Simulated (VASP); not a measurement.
Set up this calculation in VASP 6.6.1, as the native input.

```yaml
Task: relaxation of cell and atoms
Functional: PBE
Potentials_or_basis: VASP PAW PBE potentials, release 64 (Zn, Se)
Cutoff: 600 eV
k_mesh: 14 × 14 × 14
Occupations: fermi-dirac, width 0.05 eV
Spin: no spin polarisation
Target_pressure: 15 GPa
Dipole_correction: no
Further_INCAR_settings: ALGO = Normal; EDIFF = 1e-06; IBRION = 2; EDIFFG = -0.005; NSW = 32; ISIF = 3
```

The structure of ZnSe (rocksalt type) lies in POSCAR:

```
ZnSe
1.0
    0.0000000000      2.5525729919      2.5525729919
    2.5525729919      0.0000000000      2.5525729919
    2.5525729919      2.5525729919      0.0000000000
Zn Se
1 1
Direct
    0.0000000000      0.0000000000      0.0000000000
    0.5000000000      0.5000000000      0.5000000000
```

These files were run (other wordings do the same):

INCAR

```
SYSTEM = ZnSe
PREC = Accurate ; ENCUT = 600
EDIFF = 1E-6 ; ISMEAR = -1
SIGMA = 0.05 ; LREAL = .False.
LASPH = .True. ; NELM = 100
ALGO = Normal ; ISIF = 3
LWAVE = .False. ; LCHARG = .False.
GGA = PE ; IBRION = 2
NSW = 32 ; EDIFFG = -0.005
PSTRESS = 150.0
```

KPOINTS

```
regular mesh
0
Gamma
  14 14 14
  0 0 0
```

Potentials or basis: VASP PAW PBE potentials, release 64 (Zn, Se).

The run is started by

```console
$ cat potpaw_PBE.64/Zn/POTCAR potpaw_PBE.64/Se/POTCAR > POTCAR
$ mpirun -np 1 vasp_std > vasp.out
```

Results of the run:

The relaxed volume is 16.68 Å³/atom, the relaxed cell is a = 3.613 Å, b = 3.613 Å, c = 3.613 Å, α = 60.00°, β = 60.00°, γ = 60.00° and the space group after relaxing (to 0.05 Å) is Fm-3m (No. 225). The energy change on relaxing (the enthalpy is what falls) is -4.1 meV/atom and the ionic steps are 3. The pressure after relaxing is 15.0 GPa. The band gap on the k mesh is zero (band 9 reaches 4.69 eV, above the bottom of band 10 at 3.55 eV).

Caveat: the cell is relaxed towards a set pressure, so the enthalpy falls and the energy may rise.

It took 47 s on 1 thread of Intel(R) Xeon(R) 6975P-C (Granite Rapids), with other jobs on the host, peak memory 0.22 GiB.
